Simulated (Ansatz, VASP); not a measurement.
# W in VASP and in Ansatz

Contents of INCAR:

```
SYSTEM = W
PREC = Accurate ; ENCUT = 520
EDIFF = 1E-7 ; ISMEAR = 1
SIGMA = 0.1 ; LREAL = .False.
LASPH = .True. ; NELM = 80
ALGO = Normal ; ISIF = 2
LWAVE = .False. ; LCHARG = .False.
LDIPOL = .True. ; IDIPOL = 3
DIPOL = 0.5 0.5 0.500 ; GGA = PS
NBANDS = 88
```

File KPOINTS:

```
regular mesh
0
Gamma
  10 10 1
  0 0 0
```

Contents of POSCAR:

```
W
1.0
    3.1544505420      0.0000000000      0.0000000000
    0.0000000000      3.1544505420      0.0000000000
    0.0000000000      0.0000000000     31.7722527080
W
11
Direct
    0.0000000000      0.0000000000      0.2517920298
    0.5000000000      0.5000000000      0.3014336238
    0.0000000000      0.0000000000      0.3510752179
    0.5000000000      0.5000000000      0.4007168119
    0.0000000000      0.0000000000      0.4503584060
    0.5000000000      0.5000000000      0.5000000000
    0.0000000000      0.0000000000      0.5496415940
    0.5000000000      0.5000000000      0.5992831881
    0.0000000000      0.0000000000      0.6489247821
    0.5000000000      0.5000000000      0.6985663762
    0.0000000000      0.0000000000      0.7482079702
```

Input for Ansatz:

```yaml
crystal:
  lattice:
    - [3.154450542, 0.0, 0.0]
    - [0.0, 3.154450542, 0.0]
    - [0.0, 0.0, 31.772252708]
  atoms:
    - { symbol: W, position: [0.0, 0.0, 0.2517920298] }
    - { symbol: W, position: [0.5, 0.5, 0.3014336238] }
    - { symbol: W, position: [0.0, 0.0, 0.3510752179] }
    - { symbol: W, position: [0.5, 0.5, 0.4007168119] }
    - { symbol: W, position: [0.0, 0.0, 0.450358406] }
    - { symbol: W, position: [0.5, 0.5, 0.5] }
    - { symbol: W, position: [0.0, 0.0, 0.549641594] }
    - { symbol: W, position: [0.5, 0.5, 0.5992831881] }
    - { symbol: W, position: [0.0, 0.0, 0.6489247821] }
    - { symbol: W, position: [0.5, 0.5, 0.6985663762] }
    - { symbol: W, position: [0.0, 0.0, 0.7482079702] }
kpoints:
  mp_grid: { grid: [10, 10, 1] }
scf:
  occupations: { method: cold, width: 0.1 }
hamiltonian:
  xc: pbesol
  pseudopotentials: { kind: paw, azcp: { folder: soft_1 } }
output:
  forces: true
  stress: false
  populations: false
efield:
  axis: 3
  dipole_correction: true
```

Alike in both runs: task single point; functional PBEsol; k mesh 10 × 10 × 1; no spin polarisation.

|  | VASP | Ansatz |
| --- | --- | --- |
| version | VASP 6.6.1 | Ansatz 0.2.0 |
| potentials or method | VASP PAW PBE potentials, release 64 (W_sv) | plane-wave PAW, scalar-relativistic |
| plane-wave cutoff (eV) | 520 | 420 |
| occupations | methfessel-paxton of order 1, width 0.1 eV | cold, width 0.1 eV |
| valence electrons in the cell | 154 | 154 |

|  | VASP | Ansatz | Ansatz less VASP |
| --- | --- | --- | --- |
| rms of the force components (eV/Å) | 0.597 | 0.598 | +0.0017 |

VASP's potentials were made for PBE, not for PBEsol, and Ansatz warns of the same on its side. Atom by atom the forces differ by 0.011 eV/Å (rms over components).

Spin-orbit coupling is off throughout.
